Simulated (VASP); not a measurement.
# SnO2 (Pa-3) in VASP: a series of runs

The runs below take SnO2 through single point, relaxation of cell and atoms, with revPBE, LDA.

All numbers are computed with VASP 6.6.1; they aren't measurements. Logs are shortened: lines on timing, memory, paths and dates and some standing lists are left out, and cuts for length are marked.

## Step 1: The cell of the first run

Symmetry: Pa-3, No. 205, cubic system. Conventional cell: a = 5.198 Å, b = 5.198 Å, c = 5.198 Å, α = 90.00°, β = 90.00°, γ = 90.00°. Within 2.8 Å of Sn (site symmetry -3) lie 6 O at 2.12 Å. O (site symmetry 3) has 4 Sn at 2.12 to 3.05 Å and 7 O at 2.76 to 2.90 Å within 3.1 Å.

## Step 2: Single point, revPBE

The input, INCAR:

```
SYSTEM = SnO2
  ALGO = Normal
  EDIFF = 1E-6
  ENCUT = 520
  GGA = RE
  ISIF = 2
  ISMEAR = -1
  LASPH = .TRUE.
  LCHARG = .FALSE.
  LREAL = .FALSE.
  LWAVE = .FALSE.
  NBANDS = 64
  NELM = 80
  PREC = Accurate
  SIGMA = 0.05
```

The input, KPOINTS:

```
k-points
0
G
  5 5 5
  0 0 0
```

The input, POSCAR:

```
SnO2
1.0
    5.1981409564      0.0000000000      0.0000000000
    0.0000000000      5.1981409564      0.0000000000
    0.0000000000      0.0000000000      5.1981409564
Sn O
4 8
Direct
    0.0000000000      0.0000000000      0.0000000000
    0.5000000000      0.0000000000      0.5000000000
    0.5000000000      0.5000000000      0.0000000000
    0.0000000000      0.5000000000      0.5000000000
    0.6611107489      0.8388892511      0.1611107489
    0.8388892511      0.1611107489      0.6611107489
    0.1611107489      0.6611107489      0.8388892511
    0.3388892511      0.3388892511      0.3388892511
    0.6611107489      0.6611107489      0.6611107489
    0.8388892511      0.3388892511      0.1611107489
    0.1611107489      0.8388892511      0.3388892511
    0.3388892511      0.1611107489      0.8388892511
```

Potentials or basis: VASP PAW PBE potentials, release 64 (Sn_d, O).

The run is started by

```console
cat potpaw_PBE.64/Sn_d/POTCAR potpaw_PBE.64/O/POTCAR > POTCAR
mpirun -np 1 vasp_std > vasp.out
```

OUTCAR:

```text
SYSTEM = SnO2
   EDIFF = 1E-6
   ENCUT = 520
   GGA = RE
   ISIF = 2
   ISMEAR = -1
   LASPH = .TRUE.
   LREAL = .FALSE.
   NELM = 80
   PREC = Accurate

 ion  position               nearest neighbor table
   1  0.000  0.000  0.000-   5 2.12   6 2.12   7 2.12  10 2.12  11 2.12  12 2.12   2 3.68   3 3.68
                             4 3.68   2 3.68   4 3.68   3 3.68   4 3.68   4 3.68   2 3.68   3 3.68
   2  0.500  0.000  0.500-   5 2.12   6 2.12   8 2.12   9 2.12  11 2.12  12 2.12   1 3.68   3 3.68
                             4 3.68   1 3.68   3 3.68   3 3.68   4 3.68   3 3.68   1 3.68   4 3.68
   3  0.500  0.500  0.000-   5 2.12   7 2.12   8 2.12   9 2.12  10 2.12  12 2.12   1 3.68   2 3.68
                             4 3.68   2 3.68   4 3.68   1 3.68   2 3.68   2 3.68   1 3.68   4 3.68
   4  0.000  0.500  0.500-   6 2.12   7 2.12   8 2.12   9 2.12  10 2.12  11 2.12   1 3.68   2 3.68
                             3 3.68   1 3.68   3 3.68   1 3.68   2 3.68   1 3.68   2 3.68   3 3.68
   5  0.661  0.839  0.161-   1 2.12   2 2.12   3 2.12
   6  0.839  0.161  0.661-   1 2.12   2 2.12   4 2.12
   7  0.161  0.661  0.839-   1 2.12   3 2.12   4 2.12
   8  0.339  0.339  0.339-   2 2.12   3 2.12   4 2.12
   9  0.661  0.661  0.661-   2 2.12   3 2.12   4 2.12
  10  0.839  0.339  0.161-   1 2.12   3 2.12   4 2.12
  11  0.161  0.839  0.339-   1 2.12   2 2.12   4 2.12
  12  0.339  0.161  0.839-   1 2.12   2 2.12   3 2.12

  LATTYP: Found a simple cubic cell.
 ALAT       =     5.1981409564

  Lattice vectors:

 A1 = (   5.1981409564,   0.0000000000,   0.0000000000)
 A2 = (   0.0000000000,   5.1981409564,   0.0000000000)
 A3 = (   0.0000000000,   0.0000000000,   5.1981409564)

Analysis of symmetry for initial positions (statically):
=====================================================================
 Subroutine PRICEL returns:
 Original cell was already a primitive cell.

 Routine SETGRP: Setting up the symmetry group for a
 simple cubic supercell.

 Subroutine GETGRP returns: Found 24 space group operations
 (whereof  6 operations were pure point group operations)
 out of a pool of 48 trial point group operations.

The static configuration has the point symmetry S_6 .
 The point group associated with its full space group is T_h .

Analysis of symmetry for dynamics (positions and initial velocities):
=====================================================================
 Subroutine PRICEL returns:
 Original cell was already a primitive cell.

 Routine SETGRP: Setting up the symmetry group for a
 simple cubic supercell.

 Subroutine GETGRP returns: Found 24 space group operations
 (whereof  6 operations were pure point group operations)
 out of a pool of 48 trial point group operations.

The dynamic configuration has the point symmetry S_6 .
 The point group associated with its full space group is T_h .

 Subroutine INISYM returns: Found 24 space group operations
 (whereof  6 operations are pure point group operations),
 and found     1 'primitive' translations

----------------------------------------------------------------------------------------

                                     Primitive cell

  volume of cell :     140.4572

  direct lattice vectors                    reciprocal lattice vectors
     5.198140956  0.000000000  0.000000000     0.192376469  0.000000000  0.000000000
     0.000000000  5.198140956  0.000000000     0.000000000  0.192376469  0.000000000
     0.000000000  0.000000000  5.198140956     0.000000000  0.000000000  0.192376469

  length of vectors
     5.198140956  5.198140956  5.198140956     0.192376469  0.192376469  0.192376469

  position of ions in fractional coordinates (direct lattice)
     0.000000000  0.000000000  0.000000000
     0.500000000  0.000000000  0.500000000
     0.500000000  0.500000000  0.000000000
     0.000000000  0.500000000  0.500000000
     0.661110749  0.838889251  0.161110749
     0.838889251  0.161110749  0.661110749
     0.161110749  0.661110749  0.838889251
     0.338889251  0.338889251  0.338889251
     0.661110749  0.661110749  0.661110749
     0.838889251  0.338889251  0.161110749
     0.161110749  0.838889251  0.338889251
     0.338889251  0.161110749  0.838889251

  ion indices of the primitive-cell ions
   primitive index   ion index
                 1           1
                 2           2
                 3           3
                 4           4
                 5           5
                 6           6
                 7           7
                 8           8
                 9           9
                10          10
                11          11
                12          12

----------------------------------------------------------------------------------------

 KPOINTS: k-points

Automatic generation of k-mesh.
 Grid dimensions read from file:
 generate k-points for:    5    5    5

 Generating k-lattice:

  Cartesian coordinates                     Fractional coordinates (reciprocal lattice)
     0.038475294  0.000000000  0.000000000     0.200000000  0.000000000  0.000000000
     0.000000000  0.038475294  0.000000000     0.000000000  0.200000000  0.000000000
     0.000000000  0.000000000  0.038475294     0.000000000  0.000000000  0.200000000

  Length of vectors
     0.038475294  0.038475294  0.038475294

  Shift w.r.t. Gamma in fractional coordinates (k-lattice)
     0.000000000  0.000000000  0.000000000

 Subroutine IBZKPT returns following result:
 ===========================================

 Found     11 irreducible k-points:

 Following reciprocal coordinates:
            Coordinates               Weight
  0.000000  0.000000  0.000000      1.000000
  0.200000  0.000000  0.000000      6.000000
  0.400000  0.000000  0.000000      6.000000
  0.200000  0.200000  0.000000     12.000000
  0.400000  0.200000  0.000000     12.000000
 -0.200000  0.400000  0.000000     12.000000
  0.400000  0.400000  0.000000     12.000000
  0.200000  0.200000  0.200000      8.000000
  0.400000  0.200000  0.200000     24.000000
  0.400000  0.400000  0.200000     24.000000
  0.400000  0.400000  0.400000      8.000000
   k-points           NKPTS =     11   k-points in BZ     NKDIM =     11   number of bands    NBANDS=     64
   number of dos      NEDOS =    301   number of ions     NIONS =     12
   total plane-waves  NPLWV =  64000
   dimension x,y,z NGX =    40 NGY =   40 NGZ =   40
   dimension x,y,z NGXF=    80 NGYF=   80 NGZF=   80
   ions per type =               4   8
   NGX,Y,Z   is equivalent  to a cutoff of  12.79, 12.79, 12.79 a.u.
   NGXF,Y,Z  is equivalent  to a cutoff of  25.59, 25.59, 25.59 a.u.
 SYSTEM =  SnO2
   PREC   = accura    normal or accurate (medium, high low for compatibility)
   ISTART =      0    job   : 0-new  1-cont  2-samecut
   ICHARG =      2    charge: 1-file 2-atom 10-const
   ISPIN  =      1    spin polarized calculation?
   LNONCOLLINEAR =      F non collinear calculations
   LSORBIT =      F    spin-orbit coupling
   LASPH  =      T    aspherical Exc in radial PAW
   ENCUT  =  520.0 eV  38.22 Ry    6.18 a.u.   9.67  9.67  9.67*2*pi/ulx,y,z
   NELM   =     80;   NELMIN=  2; NELMDL= -5     # of ELM steps
   EDIFF  = 0.1E-05   stopping-criterion for ELM
   LREAL  =      F    real-space projection
   EDIFFG = 0.1E-04   stopping-criterion for IOM
   NSW    =      0    number of steps for IOM
   IBRION =     -1    ionic relax: 0-MD 1-quasi-New 2-CG
   NFREE  =      0    steps in history (QN), initial steepest desc. (CG)
   ISIF   =      2    stress and relaxation
   ISYM   =      2    0-nonsym 1-usesym 2-fastsym
   POTIM  = 0.5000    time-step for ionic-motion
   TEBEG  =    0.0;   TEEND  =   0.0 temperature during run
   PSTRESS=    0.0 pullay stress
   NELECT =     104.0000    total number of electrons
   NUPDOWN=      -1.0000    fix difference up-down
   EMIN   =  10.00;   EMAX   =-10.00  energy-range for DOS
   EFERMI =   0.00;   METHOD = LEGACY
   ISMEAR =    -1;   SIGMA  =   0.05  broadening in eV -4-tet -1-fermi 0-gaus
   EFERMI_NEDOS =   21; number of points for ismear=-14 and -15
   IALGO  =     38    algorithm
   IMIX   =      4    mixing-type and parameters
     AMIX     =   0.40;   BMIX     =  1.00
     AMIX_MAG =   1.60;   BMIX_MAG =  1.00
  volume/ion in A,a.u.               =      11.70        78.99
  Fermi-wavevector in a.u.,A,eV,Ry     =   1.481055  2.798788 29.844710  2.193524
  Thomas-Fermi vector in A             =   2.595013
   LORBIT       =      0    0 simple, 1 ext, 2 COOP (PROOUT), +10 PAW based schemes
   GGA     = RE    functional components
   LHFCALC =     F    Hartree Fock is set to
   AEXX    =    0.0000 exact exchange contribution
   IVDW    =     0    specifies the selected vdW correction
   LEPSILON=     F    determine dielectric tensor
   LRPA    =     F    only Hartree local field effects (RPA)
 non-spin polarized calculation
  energy-cutoff  :      520.00
  volume of cell :      140.46
 maximum number of plane-waves:      3807
 NGX is ok and might be reduce to    40
   NGX = 19   NGY = 19   NGZ = 19

 number of electron     103.9999954 magnetization

 Free energy of the ion-electron system (eV)
  ---------------------------------------------------
  ext. energy  EPLUGINS =         0.00000000
  ---------------------------------------------------
  free energy    TOTEN  =       -69.15062064 eV

  energy without entropy =      -69.15011593  energy(sigma->0) =      -69.15036829

 E-fermi :   6.8351     XC(G=0): -11.3954

 val. band max:        6.4915676314   @ k =   0.4000   0.0000   0.0000
 cond. band min:       6.9828788625   @ k =   0.0000   0.0000   0.0000
 fundamental gap:      0.4913112311
 Fermi energy:         6.8350693943

 k-point     1 :       0.0000    0.0000    0.0000
  band No.  band energies     occupation
      1     -14.3461      2.00000
      2     -14.3461      2.00000
      3     -14.3461      2.00000
      4     -13.7119      2.00000
      5     -13.7119      2.00000
      6     -13.7119      2.00000
[... 56 lines left out ...]
     63      15.1783      0.00000
     64      17.8098      0.00000

 k-point     2 :       0.2000    0.0000    0.0000
  band No.  band energies     occupation
      1     -14.3060      2.00000
      2     -14.3039      2.00000
      3     -14.2940      2.00000
      4     -13.7546      2.00000
      5     -13.7392      2.00000
      6     -13.7387      2.00000
[... 56 lines left out ...]
     63      15.3830      0.00000
     64      17.2911      0.00000

 k-point     3 :       0.4000    0.0000    0.0000
  band No.  band energies     occupation
      1     -14.2148      2.00000
      2     -14.2120      2.00000
      3     -14.1463      2.00000
      4     -13.9362      2.00000
      5     -13.8548      2.00000
      6     -13.8470      2.00000
[... 525 lines left out ...]
     63      16.8931      0.00000
     64      17.2831      0.00000

 k-point    11 :       0.4000    0.4000    0.4000
  band No.  band energies     occupation
      1     -14.2341      2.00000
      2     -14.1911      2.00000
      3     -14.1911      2.00000
      4     -14.1784      2.00000
      5     -13.7336      2.00000
      6     -13.7336      2.00000
[... 56 lines left out ...]
     63      17.1683      0.00000
     64      17.6545      0.00000

------------------------ aborting loop because EDIFF is reached ----------------------------------------

  FORCE on cell =-STRESS in cart. coord.  units (eV):
  Direction    XX          YY          ZZ          XY          YZ          ZX
  --------------------------------------------------------------------------------------
  -------------------------------------------------------------------------------------
  Total        0.5101109      0.5101109      0.5101109      0.0000000      0.0000000      0.0000000
  in kB        5.8187676      5.8187676      5.8187676      0.0000000      0.0000000      0.0000000
  external PRESSURE =       5.8187676 kB  Pullay stress =       0.0000000 kB

 VOLUME and BASIS-vectors are now :
 -----------------------------------------------------------------------------
  energy-cutoff  :      520.00
  volume of cell :      140.46
      direct lattice vectors                 reciprocal lattice vectors
     5.198140956  0.000000000  0.000000000     0.192376469  0.000000000  0.000000000
     0.000000000  5.198140956  0.000000000     0.000000000  0.192376469  0.000000000
     0.000000000  0.000000000  5.198140956     0.000000000  0.000000000  0.192376469

 POSITION                                       TOTAL-FORCE (eV/Angst)
 -----------------------------------------------------------------------------------
      0.00000      0.00000      0.00000        -0.000000      0.000000      0.000000
      2.59907      0.00000      2.59907        -0.000000      0.000000      0.000000
      2.59907      2.59907      0.00000        -0.000000      0.000000      0.000000
      0.00000      2.59907      2.59907        -0.000000      0.000000      0.000000
      3.43655      4.36066      0.83748        -0.000731      0.000731     -0.000731
      4.36066      0.83748      3.43655         0.000731     -0.000731     -0.000731
      0.83748      3.43655      4.36066        -0.000731     -0.000731      0.000731
      1.76159      1.76159      1.76159         0.000731      0.000731      0.000731
      3.43655      3.43655      3.43655        -0.000731     -0.000731     -0.000731
      4.36066      1.76159      0.83748         0.000731      0.000731     -0.000731
      0.83748      4.36066      1.76159        -0.000731      0.000731      0.000731
      1.76159      0.83748      4.36066         0.000731     -0.000731      0.000731
 -----------------------------------------------------------------------------------
    total drift:                                0.000000      0.000000     -0.000000

  FREE ENERGIE OF THE ION-ELECTRON SYSTEM (eV)
  ---------------------------------------------------
  free  energy   TOTEN  =       -69.1506206446 eV

  energy  without entropy=      -69.1501159258  energy(sigma->0) =      -69.15036829
```

It took 59 s on 1 thread of Intel Xeon 6975P-C (Granite Rapids), shared host; peak memory 0.26 GiB.

What came out:

* Free energy: -69.1506 eV
* Pressure: 0.6 GPa
* Band gap on the k mesh: 0.49 eV (least direct gap 0.55 eV)

Caveat: the PAW data sets were made with another functional, which shifts forces and pressure a little; spin-orbit coupling is left out, which moves the levels of the heavy elements; an odd mesh through Γ misses points on the zone boundary, where band edges can lie.

## Step 3: Relaxation of cell and atoms, revPBE

This run uses another cell than the first one, of 11.55 Å³/atom.

The input, INCAR:

```
SYSTEM = SnO2
  PREC = Accurate
  ENCUT = 600
  EDIFF = 1E-6
  ISMEAR = -1
  SIGMA = 0.05
  LREAL = .False.
  LASPH = .True.
  NELM = 60
  ALGO = Normal
  ISIF = 3
  LWAVE = .False.
  LCHARG = .False.
  GGA = RE
  IBRION = 2
  NSW = 60
  EDIFFG = -0.01
```

The input, KPOINTS:

```
Automatic mesh
0
Gamma
  5 5 5
  0 0 0
```

The input, POSCAR:

```
SnO2
1.0
    5.1752560000      0.0000000000      0.0000000000
    0.0000000000      5.1752560000      0.0000000000
    0.0000000000      0.0000000000      5.1752560000
Sn O
4 8
Direct
    0.0000000000      0.0000000000      0.0000000000
    0.5000000000      0.0000000000      0.5000000000
    0.5000000000      0.5000000000      0.0000000000
    0.0000000000      0.5000000000      0.5000000000
    0.6610980000      0.8389020000      0.1610980000
    0.8389020000      0.1610980000      0.6610980000
    0.1610980000      0.6610980000      0.8389020000
    0.3389020000      0.3389020000      0.3389020000
    0.6610980000      0.6610980000      0.6610980000
    0.8389020000      0.3389020000      0.1610980000
    0.1610980000      0.8389020000      0.3389020000
    0.3389020000      0.1610980000      0.8389020000
```

Potentials or basis: VASP PAW PBE potentials, release 64 (Sn_d, O).

The run is started by

```console
cat potpaw_PBE.64/Sn_d/POTCAR potpaw_PBE.64/O/POTCAR > POTCAR
mpirun -np 1 vasp_std > vasp.out
```

Wall time 2.9 min (1 thread of Intel Xeon 6975P-C (Granite Rapids), shared host); peak memory 0.31 GiB.

It converged, with:

| Item | Value |
| --- | --- |
| Free energy | -69.1677 eV |
| Relaxed volume | 11.73 Å³/atom |
| Relaxed cell | a = 5.202 Å, b = 5.202 Å, c = 5.202 Å, α = 90.00°, β = 90.00°, γ = 90.00° |
| Space group after relaxing (to 0.1 Å) | Pa-3 (No. 205) |
| Energy gained by relaxing | 1.5 meV/atom |
| Ionic steps | 3 |
| Pressure after relaxing | 0.0 GPa |
| Band gap on the k mesh | 0.48 eV (least direct gap 0.53 eV) |

Step by step:
| step | energy change (eV) | largest force (eV/Å) | pressure (GPa) | volume (Å³) |
| --- | --- | --- | --- | --- |
| 1 | 0.0000 | 0.0130 | 2.87 | 138.61 |
| 2 | -0.0019 | 0.0142 | -2.54 | 142.80 |
| 3 | -0.0185 | 0.0011 | 0.01 | 140.73 |

Final structure:
```
CELL_PARAMETERS angstrom
5.20151 0.00000 0.00000
0.00000 5.20151 0.00000
0.00000 0.00000 5.20151
ATOMIC_POSITIONS crystal
Sn 0.00000 0.00000 0.00000
Sn 0.50000 0.00000 0.50000
Sn 0.50000 0.50000 0.00000
Sn 0.00000 0.50000 0.50000
O 0.66106 0.83894 0.16106
O 0.83894 0.16106 0.66106
O 0.16106 0.66106 0.83894
O 0.33894 0.33894 0.33894
O 0.66106 0.66106 0.66106
O 0.83894 0.33894 0.16106
O 0.16106 0.83894 0.33894
O 0.33894 0.16106 0.83894
```

Levels at points of the mesh, in eV from the valence-band top:
| k point | band 48 | band 49 | band 50 | band 51 | band 52 | band 53 | band 54 | band 55 | band 56 | band 57 |
| --- | --- | --- | --- | --- | --- | --- | --- | --- | --- | --- |
| (0.00, 0.00, 0.00) | -0.73 | -0.30 | -0.05 | -0.05 | -0.05 | 0.48 | 5.63 | 5.63 | 5.63 | 7.31 |

Caveat: the PAW data sets were made with another functional, which shifts forces and pressure a little; spin-orbit coupling is left out, which moves the levels of the heavy elements; an odd mesh through Γ misses points on the zone boundary, where band edges can lie.

(Part 1 of 2 ends here.)
